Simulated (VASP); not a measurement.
RbBr:

```
Rb Br
1.0
     0.08059    3.48743    3.48743
     3.48743    0.08059    3.48743
     3.48743    3.48743    0.08059
Rb Br
1 1
Direct
  0.00000 0.00000 0.00000
  0.50000 0.50000 0.50000
```

This cell differs from its parent crystal: epitaxial 111 strain -1.6%.

Base run:

* Program: VASP 6.6.1
* Functional: r2SCAN
* Potentials or basis: VASP PAW PBE potentials, release 64 (Rb_sv, Br)
* Cutoff: 520 eV
* k mesh: 6 × 6 × 6
* Occupations: gaussian, width 0.01 eV
* Spin: no spin polarisation

Its results: band gap on the k mesh 4.90 eV; pressure 0.2 GPa.

Q: The run is repeated on the same cell with these changes: functional from r2SCAN to HSE06; k mesh from 6 × 6 × 6 to 4 × 4 × 4. What comes out?

A: Band gap on the k mesh 5.45 eV; pressure 0.5 GPa.

Several settings changed at once.

Caveats: the PAW data sets were made with another functional, which shifts forces and pressure a little.

